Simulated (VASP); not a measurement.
A run of VASP 6.6.1:

The input INCAR:

```
  PREC = Accurate
  ENCUT = 520
  EDIFF = 1E-6
  ISMEAR = 0
  SIGMA = 0.15
  LREAL = F
  LASPH = T
  NELM = 100
  ALGO = Normal
  ISIF = 2
  LWAVE = F
  LCHARG = F
  NBANDS = 29
```

Contents of KPOINTS:

```
Automatic mesh
0
Gamma
  12 12 12
```

Contents of POSCAR:

```
LiGa3
1.0
    3.6215843898      0.0000000000      0.0000000000
    0.0000000000      3.6215843898      0.0000000000
    0.0000000000      0.0000000000      3.6215843898
Li Ga
1 3
Direct
    0.0000000000      0.0000000000      0.0000000000
    0.5000000000      0.0000000000      0.5000000000
    0.0000000000      0.5000000000      0.5000000000
    0.5000000000      0.5000000000      0.0000000000
```

Potentials or basis: VASP PAW LDA potentials, release 64 (Li_sv, Ga_d).

Command:

```console
$ cat potpaw_LDA.64/Li_sv/POTCAR potpaw_LDA.64/Ga_d/POTCAR > POTCAR
$ mpirun -np 1 vasp_std > vasp.out
```

Hardware: 1 thread of AMD EPYC 7R13 Processor (Zen 3) (shared host).

Problem. How long does it take, and how much memory?

Solution. Wall time 91 s on 1 thread of AMD EPYC 7R13 Processor (Zen 3) (shared host), peak memory 0.17 GiB. Counts: scf iterations 11, k points 84.
